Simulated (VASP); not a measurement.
# SiO2 (P6_422) in VASP: notebook

Runs on SiO2. Level: r2SCAN. Tasks: single point.

Program: VASP 6.6.1. These are calculated values, not measurements. Logs are shortened: lines on timing, memory, paths and dates and some standing lists are left out, and cuts for length are marked.

**1. The cell of the first run**

It takes space group P6_422 (No. 181, hexagonal). Conventional cell: a = 5.005 Å, b = 5.005 Å, c = 5.511 Å, α = 90.00°, β = 90.00°, γ = 120.00°. Si (site symmetry 222) has 4 O at 1.60 Å within 2.1 Å. Within 2.1 Å of O (site symmetry 2) lie 2 Si at 1.60 Å.

**2. Single point, r2SCAN**

Input file POSCAR:

```
SiO2
1.0
    5.0052801528      0.0000000000      0.0000000000
   -2.5026400764      4.3346997653      0.0000000000
    0.0000000000      0.0000000000      5.5111483024
Si O
3 6
Direct
    0.0000000000      0.5000000000      0.3333333333
    0.5000000000      0.5000000000      0.6666666667
    0.5000000000      0.0000000000      0.0000000000
    0.5880607321      0.7940303661      0.8333333333
    0.7940303661      0.5880607321      0.5000000000
    0.7940303661      0.2059696339      0.1666666667
    0.4119392679      0.2059696339      0.8333333333
    0.2059696339      0.4119392679      0.5000000000
    0.2059696339      0.7940303661      0.1666666667
```

Input file INCAR.step1:

```
PREC     = Accurate       # precision mode
ENCUT    = 520            # plane-wave cutoff, eV
ISMEAR   = 0              # smearing method
SIGMA    = 0.02           # smearing width, eV
LREAL    = False          # projectors in reciprocal space
LASPH    = True           # aspherical terms in the spheres
NELM     = 80             # most SCF steps
NBANDS   = 34             # bands
GGA      = PE             # functional
ALGO     = Normal         # electronic algorithm
EDIFF    = 1E-4           # SCF threshold, eV
LWAVE    = True           # write WAVECAR
LCHARG   = False          # write CHGCAR
```

Input file INCAR.step2:

```
PREC     = Accurate       # precision mode
ENCUT    = 520            # plane-wave cutoff, eV
EDIFF    = 1E-6           # SCF threshold, eV
ISMEAR   = 0              # smearing method
SIGMA    = 0.02           # smearing width, eV
LREAL    = False          # projectors in reciprocal space
LASPH    = True           # aspherical terms in the spheres
NELM     = 80             # most SCF steps
ALGO     = Normal         # electronic algorithm
ISIF     = 2              # what is computed and relaxed
LWAVE    = False          # write WAVECAR
LCHARG   = True           # write CHGCAR
METAGGA  = R2SCAN         # meta-GGA
LMIXTAU  = True         
LELF     = True           # ELF
LVHAR    = True         
NBANDS   = 34             # bands
ISTART   = 1
```

Input file KPOINTS:

```
Automatic mesh
0
Gamma
  6 6 4
```

Potentials or basis: VASP PAW PBE potentials, release 64 (Si, O).

Launch:

```bash
cat potpaw_PBE.64/Si/POTCAR potpaw_PBE.64/O/POTCAR > POTCAR
cp INCAR.step1 INCAR
mpirun -np 1 vasp_std > vasp.out
cp INCAR.step2 INCAR
mpirun -np 1 vasp_std > vasp.out
```

OUTCAR:

```text
PREC = Accurate
   ENCUT = 520
   EDIFF = 1E-6
   ISMEAR = 0
   LREAL = False
   LASPH = True
   NELM = 80
   ISIF = 2
   METAGGA = R2SCAN
   ISTART = 1

 ion  position               nearest neighbor table
   1  0.000  0.500  0.333-   6 1.60   9 1.60   8 1.60   5 1.60   3 3.10   3 3.10   2 3.10   2 3.10

   2  0.500  0.500  0.667-   4 1.60   7 1.60   5 1.60   8 1.60   3 3.10   3 3.10   1 3.10   1 3.10

   3  0.500  0.000  0.000-   4 1.60   7 1.60   6 1.60   9 1.60   1 3.10   2 3.10   2 3.10   1 3.10

   4  0.588  0.794  0.833-   3 1.60   2 1.60
   5  0.794  0.588  0.500-   1 1.60   2 1.60
   6  0.794  0.206  0.167-   1 1.60   3 1.60
   7  0.412  0.206  0.833-   3 1.60   2 1.60
   8  0.206  0.412  0.500-   1 1.60   2 1.60
   9  0.206  0.794  0.167-   1 1.60   3 1.60

  LATTYP: Found a hexagonal cell.
 ALAT       =     5.0052801528
 C/A-ratio  =     1.1010669002

  Lattice vectors:

 A1 = (   5.0052801528,   0.0000000000,   0.0000000000)
 A2 = (  -2.5026400764,   4.3346997653,   0.0000000000)
 A3 = (   0.0000000000,   0.0000000000,   5.5111483024)

Analysis of symmetry for initial positions (statically):
=====================================================================
 Subroutine PRICEL returns:
 Original cell was already a primitive cell.

 Routine SETGRP: Setting up the symmetry group for a
 hexagonal supercell.

 Subroutine GETGRP returns: Found 12 space group operations
 (whereof  4 operations were pure point group operations)
 out of a pool of 24 trial point group operations.

The static configuration has the point symmetry D_2 .
 The point group associated with its full space group is D_6 .

Analysis of symmetry for dynamics (positions and initial velocities):
=====================================================================
 Subroutine PRICEL returns:
 Original cell was already a primitive cell.

 Routine SETGRP: Setting up the symmetry group for a
 hexagonal supercell.

 Subroutine GETGRP returns: Found 12 space group operations
 (whereof  4 operations were pure point group operations)
 out of a pool of 24 trial point group operations.

The dynamic configuration has the point symmetry D_2 .
 The point group associated with its full space group is D_6 .

 Subroutine INISYM returns: Found 12 space group operations
 (whereof  4 operations are pure point group operations),
[... 109 lines left out ...]
   NSW    =      0    number of steps for IOM
   IBRION =     -1    ionic relax: 0-MD 1-quasi-New 2-CG
   NFREE  =      0    steps in history (QN), initial steepest desc. (CG)
   ISIF   =      2    stress and relaxation
   ISYM   =      2    0-nonsym 1-usesym 2-fastsym
   POTIM  = 0.5000    time-step for ionic-motion
   TEBEG  =    0.0;   TEEND  =   0.0 temperature during run
   PSTRESS=    0.0 pullay stress
   NELECT =      48.0000    total number of electrons
   NUPDOWN=      -1.0000    fix difference up-down
   EMIN   =  10.00;   EMAX   =-10.00  energy-range for DOS
   EFERMI =   0.00;   METHOD = LEGACY
   ISMEAR =     0;   SIGMA  =   0.02  broadening in eV -4-tet -1-fermi 0-gaus
   EFERMI_NEDOS =   21; number of points for ismear=-14 and -15
   IALGO  =     38    algorithm
   IMIX   =      4    mixing-type and parameters
     AMIX     =   0.40;   BMIX     =  1.00
     AMIX_MAG =   1.60;   BMIX_MAG =  1.00
  volume/ion in A,a.u.               =      13.29        89.66
  Fermi-wavevector in a.u.,A,eV,Ry     =   1.207662  2.282150 19.843383  1.458448
  Thomas-Fermi vector in A             =   2.343293
   LORBIT       =      0    0 simple, 1 ext, 2 COOP (PROOUT), +10 PAW based schemes
   METAGGA = R2SCAN    functional components
   LHFCALC =     F    Hartree Fock is set to
   AEXX    =    0.0000 exact exchange contribution
   IVDW    =     0    specifies the selected vdW correction
   LEPSILON=     F    determine dielectric tensor
   LRPA    =     F    only Hartree local field effects (RPA)
 non-spin polarized calculation
 Gauss-broadening in eV      SIGMA  =   0.02
  energy-cutoff  :      520.00
  volume of cell :      119.57
 maximum number of plane-waves:      3260
 NGX is ok and might be reduce to    40
   NGX = 19   NGY = 19   NGZ = 21

 number of electron      47.9999988 magnetization

 Free energy of the ion-electron system (eV)
  ---------------------------------------------------
  ext. energy  EPLUGINS =         0.00000000
  ---------------------------------------------------
  free energy    TOTEN  =       -89.30563746 eV

  energy without entropy =      -89.30563746  energy(sigma->0) =      -89.30563746

 E-fermi :   0.4292     XC(G=0):  -9.3377

 val. band max:        0.2668164037   @ k =   0.0000   0.0000   0.5000
 cond. band min:       6.6538039557   @ k =   0.0000   0.0000   0.0000
 fundamental gap:      6.3869875520
 Fermi energy:         0.4292354550

 k-point     1 :       0.0000    0.0000    0.0000
  band No.  band energies     occupation
      1     -20.2560      2.00000
      2     -18.7709      2.00000
      3     -18.7708      2.00000
      4     -18.1396      2.00000
      5     -18.1396      2.00000
      6     -18.1340      2.00000
[... 766 lines left out ...]
     33      12.7932      0.00000
     34      12.7976      0.00000

------------------------ aborting loop because EDIFF is reached ----------------------------------------

  FORCE on cell =-STRESS in cart. coord.  units (eV):
  Direction    XX          YY          ZZ          XY          YZ          ZX
  --------------------------------------------------------------------------------------
  -------------------------------------------------------------------------------------
  Total        3.1282611      3.1282611      3.1556536      0.0000000      0.0000000      0.0000000
  in kB       41.9164082     41.9164082     42.2834482      0.0000000      0.0000000      0.0000000
  external PRESSURE =      42.0387549 kB  Pullay stress =       0.0000000 kB

 VOLUME and BASIS-vectors are now :
 -----------------------------------------------------------------------------
  energy-cutoff  :      520.00
  volume of cell :      119.57
      direct lattice vectors                 reciprocal lattice vectors
     5.005280153  0.000000000  0.000000000     0.199789017  0.115348243  0.000000000
    -2.502640076  4.334699765  0.000000000     0.000000000  0.230696485  0.000000000
     0.000000000  0.000000000  5.511148302     0.000000000  0.000000000  0.181450388

 POSITION                                       TOTAL-FORCE (eV/Angst)
 -----------------------------------------------------------------------------------
     -1.25132      2.16735      1.83705         0.000000     -0.000000     -0.000000
      1.25132      2.16735      3.67410         0.000000     -0.000000      0.000000
      2.50264      0.00000      0.00000         0.000000     -0.000000      0.000000
      0.95624      3.44188      4.59262        -0.010425     -0.006019     -0.000000
      2.50264      2.54907      2.75557         0.000000     -0.012038     -0.000000
      3.45888      0.89282      0.91852        -0.010425      0.006019     -0.000000
      1.54640      0.89282      4.59262         0.010425      0.006019      0.000000
     -0.00000      1.78563      2.75557         0.000000      0.012038     -0.000000
     -0.95624      3.44188      0.91852         0.010425     -0.006019     -0.000000
 -----------------------------------------------------------------------------------
    total drift:                                0.000000     -0.000000      0.000001

  FREE ENERGIE OF THE ION-ELECTRON SYSTEM (eV)
  ---------------------------------------------------
  free  energy   TOTEN  =       -89.3056374584 eV

  energy  without entropy=      -89.3056374584  energy(sigma->0) =      -89.30563746
```

OUTCAR.step1:

```text
PREC = Accurate
   ENCUT = 520
   ISMEAR = 0
   LREAL = False
   LASPH = True
[... 1025 lines left out ...]
      3.45888      0.89282      0.91852         0.194566     -0.112333      0.000000
      1.54640      0.89282      4.59262        -0.194566     -0.112333     -0.000000
     -0.00000      1.78563      2.75557        -0.000000     -0.224666     -0.000000
     -0.95624      3.44188      0.91852        -0.194566      0.112333      0.000000
 -----------------------------------------------------------------------------------
    total drift:                                0.000000     -0.000000      0.000001

  FREE ENERGIE OF THE ION-ELECTRON SYSTEM (eV)
  ---------------------------------------------------
  free  energy   TOTEN  =       -70.9481422652 eV

  energy  without entropy=      -70.9481422652  energy(sigma->0) =      -70.94814227
```

Run time: 2.1 min. Hardware: 1 thread of Intel Xeon 6975P-C (Granite Rapids), shared host; peak memory 0.29 GiB.

Results:

```
Free energy            : -89.3056 eV
Pressure               : 4.2 GPa
Largest force          : 0.012 eV/Å
Band gap on the k mesh : 6.39 eV (least direct gap 6.55 eV)
```

Forces in eV/Å, atoms in the order of the input:
```
Si   0.000  0.000  0.000
Si   0.000  0.000  0.000
Si   0.000  0.000  0.000
O   -0.010 -0.006  0.000
O    0.000 -0.012  0.000
O   -0.010  0.006  0.000
O    0.010  0.006  0.000
O    0.000  0.012  0.000
O    0.010 -0.006  0.000
```

Levels at points of the mesh, in eV from the valence-band top:
```
           k point  band 20  band 21  band 22  band 23  band 24  band 25  band 26  band 27  band 28  band 29
(0.00, 0.00, 0.00)    -1.06    -1.06    -0.48    -0.48    -0.17     6.39     9.83     9.83    10.28    10.28
(0.50, 0.00, 0.00)    -1.24    -1.20    -1.03    -0.37     0.00     8.50     9.42    10.50    10.64    10.67
(0.00, 0.00, 0.50)    -1.86    -1.23    -0.30     0.00     0.00     8.27     8.27     9.26    10.97    10.97
(0.50, 0.00, 0.50)    -1.35    -0.95    -0.75    -0.70    -0.36     9.68     9.93    10.26    10.29    10.47
```

Caveat: the cell stands under pressure; the PAW data sets were made with another functional, which shifts forces and pressure a little.

**3. Single point, r2SCAN**

This run uses another cell than the first one, of 13.56 Å³/atom.

Input file POSCAR:

```
SiO2
1.0
    5.0482993539      0.0000000000      0.0000000000
   -2.5241496770      4.3719554864      0.0000000000
    0.0000000000      0.0000000000      5.5300332125
Si O
3 6
Direct
    0.0000000000      0.5000000000      0.3333333333
    0.5000000000      0.5000000000      0.6666666667
    0.5000000000      0.0000000000      0.0000000000
    0.5843791472      0.7921895736      0.8333333333
    0.7921895736      0.5843791472      0.5000000000
    0.7921895736      0.2078104264      0.1666666667
    0.4156208528      0.2078104264      0.8333333333
    0.2078104264      0.4156208528      0.5000000000
    0.2078104264      0.7921895736      0.1666666667
```

Input file INCAR.step1:

```
SYSTEM = SiO2
PREC = Accurate ; ENCUT = 520
ISMEAR = 0 ; SIGMA = 0.02
LREAL = .False. ; LASPH = .True.
NELM = 60 ; NBANDS = 34
GGA = PE ; ALGO = Normal
EDIFF = 1E-4 ; LWAVE = .True.
LCHARG = .False.
```

Input file INCAR.step2:

```
SYSTEM = SiO2
PREC = Accurate ; ENCUT = 520
EDIFF = 1E-7 ; ISMEAR = 0
SIGMA = 0.02 ; LREAL = .False.
LASPH = .True. ; NELM = 60
ALGO = Normal ; ISIF = 2
LWAVE = .False. ; LCHARG = .False.
METAGGA = R2SCAN ; LMIXTAU = .True.
NBANDS = 34 ; ISTART = 1
```

Input file KPOINTS:

```
regular mesh
0
Gamma
  6 6 4
  0 0 0
```

Potentials or basis: VASP PAW PBE potentials, release 64 (Si, O).

Launch:

```bash
cat potpaw_PBE.64/Si/POTCAR potpaw_PBE.64/O/POTCAR > POTCAR
cp INCAR.step1 INCAR
mpirun -np 1 vasp_std > vasp.out
cp INCAR.step2 INCAR
mpirun -np 1 vasp_std > vasp.out
```

It took 2.7 min on 1 thread of Intel Xeon 6975P-C (Granite Rapids), shared host; peak memory 0.29 GiB.

The run converged. Its results:

```yaml
Free_energy: -89.3512 eV
Pressure: 1.2 GPa
Largest_force: 0.004 eV/Å
Band_gap_on_the_k_mesh: 6.32 eV (least direct gap 6.51 eV)
```

Forces in eV/Å, atoms in the order of the input:
```
Si   0.000  0.000  0.000
Si   0.000  0.000  0.000
Si   0.000  0.000  0.000
O   -0.003 -0.002  0.000
O    0.000 -0.004  0.000
O   -0.003  0.002  0.000
O    0.003  0.002  0.000
O    0.000  0.004  0.000
O    0.003 -0.002  0.000
```

Stress tensor (GPa, compression positive):
```
1.12 0.00 0.00
0.00 1.12 0.00
0.00 0.00 1.22
```

Levels at points of the mesh, in eV from the valence-band top:
```csv
k point,band 22,band 23,band 24,band 25,band 26,band 27
"(0.00, 0.00, 0.00)",-0.47,-0.47,-0.19,6.32,9.76,9.76
"(0.50, 0.00, 0.00)",-1.02,-0.36,0.00,8.44,9.31,10.42
"(0.00, 0.00, 0.50)",-0.29,0.00,0.00,8.20,8.20,9.26
"(0.50, 0.00, 0.50)",-0.74,-0.70,-0.35,9.56,9.91,10.07
```

Caveat: the PAW data sets were made with another functional, which shifts forces and pressure a little.

**4. Single point, r2SCAN**

This run uses another cell than the first one, of 13.74 Å³/atom.

Input file POSCAR:

```
SiO2
1.0
    5.0719926326      0.0000000000      0.0000000000
   -2.5359963163      4.3924744676      0.0000000000
    0.0000000000      0.0000000000      5.5494332865
Si O
3 6
Direct
    0.0000000000      0.5000000000      0.3333333333
    0.5000000000      0.5000000000      0.6666666667
    0.5000000000      0.0000000000      0.0000000000
    0.5825690204      0.7912845102      0.8333333333
    0.7912845102      0.5825690204      0.5000000000
    0.7912845102      0.2087154898      0.1666666667
    0.4174309796      0.2087154898      0.8333333333
    0.2087154898      0.4174309796      0.5000000000
    0.2087154898      0.7912845102      0.1666666667
```

Input file INCAR.step1:

```
PREC = Accurate
ENCUT = 520
ISMEAR = 0
SIGMA = 0.02
LREAL = False
LASPH = True
NELM = 80
NBANDS = 34
GGA = PE
ALGO = Normal
EDIFF = 1E-4
LWAVE = True
LCHARG = False
```

Input file INCAR.step2:

```
PREC = Accurate
ENCUT = 520
EDIFF = 1E-6
ISMEAR = 0
SIGMA = 0.02
LREAL = False
LASPH = True
NELM = 80
ALGO = Normal
ISIF = 2
LWAVE = False
LCHARG = False
METAGGA = R2SCAN
LMIXTAU = True
NBANDS = 34
ISTART = 1
```

Input file KPOINTS:

```
regular mesh
0
Gamma
  6 6 4
```

Launch:

```bash
cat potpaw_PBE.64/Si/POTCAR potpaw_PBE.64/O/POTCAR > POTCAR
cp INCAR.step1 INCAR
mpirun -np 1 vasp_std > vasp.out
cp INCAR.step2 INCAR
mpirun -np 1 vasp_std > vasp.out
```

Run time: 2.6 min. Hardware: 1 thread of Intel Xeon 6975P-C (Granite Rapids), shared host; peak memory 0.29 GiB.

The run converged. Its results:

| Quantity | Value |
| --- | --- |
| Free energy | -89.3557 eV |
| Pressure | -0.8 GPa |
| Largest force | 0.018 eV/Å |
| Band gap on the k mesh | 6.27 eV (least direct gap 6.47 eV) |

Forces on the atoms (eV/Å):
```
Si   0.000  0.000  0.000
Si   0.000  0.000  0.000
Si   0.000  0.000  0.000
O   -0.015 -0.009  0.000
O    0.000 -0.018  0.000
O   -0.015  0.009  0.000
O    0.015  0.009  0.000
O    0.000  0.018  0.000
O    0.015 -0.009  0.000
```

Levels at points of the mesh, in eV from the valence-band top:
```
           k point  band 20  band 21  band 22  band 23  band 24  band 25  band 26  band 27  band 28  band 29
(0.00, 0.00, 0.00)    -0.99    -0.99    -0.46    -0.46    -0.20     6.27     9.71     9.71    10.03    10.03
(0.50, 0.00, 0.00)    -1.19    -1.16    -1.01    -0.35     0.00     8.39     9.23    10.36    10.50    10.54
(0.00, 0.00, 0.50)    -1.84    -1.15    -0.29     0.00     0.00     8.14     8.14     9.24    10.69    10.69
(0.50, 0.00, 0.50)    -1.33    -0.93    -0.73    -0.70    -0.34     9.46     9.89     9.94    10.12    10.39
```

Caveat: the PAW data sets were made with another functional, which shifts forces and pressure a little.

**5. Overview**

| cell | gap on the mesh (eV) | pressure (GPa) | largest force (eV/Å) |
| --- | --- | --- | --- |
| a = 5.005, b = 5.005, c = 5.511 Å, angles 90.0, 90.0, 120.0°, 9 atoms, atomic positions A | 6.39 | 4.2 | 0.01 |
| a = 5.048, b = 5.048, c = 5.530 Å, angles 90.0, 90.0, 120.0°, 9 atoms, atomic positions B | 6.32 | 1.2 | - |
| a = 5.072, b = 5.072, c = 5.549 Å, angles 90.0, 90.0, 120.0°, 9 atoms, atomic positions B | 6.27 | -0.8 | 0.02 |

Alike in all rows: task single point; level r2SCAN; potentials or basis VASP PAW PBE potentials, release 64 (Si, O); no spin polarisation; k mesh 6 × 6 × 4; cutoff (eV) 520; smearing gaussian 0.02 eV.

Caveats: the PAW data sets were made with another functional, which shifts forces and pressure a little; the cell stands under pressure (at least some runs).

Total energies depend on the potentials used, so only differences within one code and one set of settings carry meaning.
